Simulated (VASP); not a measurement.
## Fe: single point with r2SCAN

Crystal: Fe.

```
Fe
1.0
    -1.44300    1.44300    1.44300
     1.44300   -1.44300    1.44300
     1.44300    1.44300   -1.44300
Fe
1
Direct
  0.00000 0.00000 0.00000
```

```yaml
Program: VASP 6.6.1
Task: single point
Functional: r2SCAN
Potentials_or_basis: VASP PAW PBE potentials, release 64 (Fe)
Cutoff: 520 eV
k_mesh: 14 × 14 × 14
Occupations: fermi-dirac, width 0.05 eV
Spin: collinear spin, ferromagnetic start
Starting_moments: "[3.63] μB"
Fixed_moment: 3.63 μB
Dipole_correction: no
Further_INCAR_settings: ALGO = Normal; EDIFF = 1e-06; NBANDS = 14
```

```yaml
Pressure: 27.6 GPa
Net_moment: 3.63 μB per cell
Site_moments: Fe +3.56 μB
Valence_electrons_inside_the_program's_atomic_spheres: Fe 7.13
```

Run time: 2.9 min on 1 thread of Intel(R) Xeon(R) Platinum 8375C CPU @ 2.90GHz (Ice Lake) (shared host), peak memory 0.15 GiB.

Caveat: the PAW data sets were made with another functional, which shifts forces and pressure a little; the total moment is fixed, so each spin has its own Fermi level.
